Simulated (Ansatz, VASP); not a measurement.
**Two plane-wave programs on NaH**

```xyz
2
Lattice="-0.0117 2.3397 2.3397 2.3397 -0.0117 2.3397 2.3397 2.3397 -0.0117" Properties=species:S:1:pos:R:3 pbc="T T T"
Na    0.0000    0.0000    0.0000
H     2.3338    2.3338    2.3338
```

Change from the starting cell: equal xy, yz and zx engineering shears of -0.5 %, PAW files.

Alike in both runs: task relaxation of the atoms; functional LDA; k mesh 8 × 8 × 8; no spin polarisation.

```csv
,VASP,Ansatz
version,VASP 6.6.1,Ansatz 0.2.0
potentials or method,"VASP PAW LDA potentials, release 64 (Na_pv, H)","PAW with Ansatz's default frozen-core files, scalar-relativistic"
plane-wave cutoff (eV),450,420
occupations,"gaussian, width 0.01 eV",fixed
valence electrons in the cell,8,10
```

|  | VASP | Ansatz | Ansatz less VASP |
| --- | --- | --- | --- |
| gap on the k mesh at the Fermi level, each at its own relaxed structure (eV) | 3.53 | 3.53 | +0.003 |

LDA's correlation is that of Perdew and Zunger in VASP and of Perdew and Wang (1992) in Ansatz. VASP's potentials hold 8 valence electrons a cell and Ansatz's 10, so a difference there can come from the potentials and not from the codes.

Noted on VASP's run: the relaxation stopped at its first step, so nothing moved.
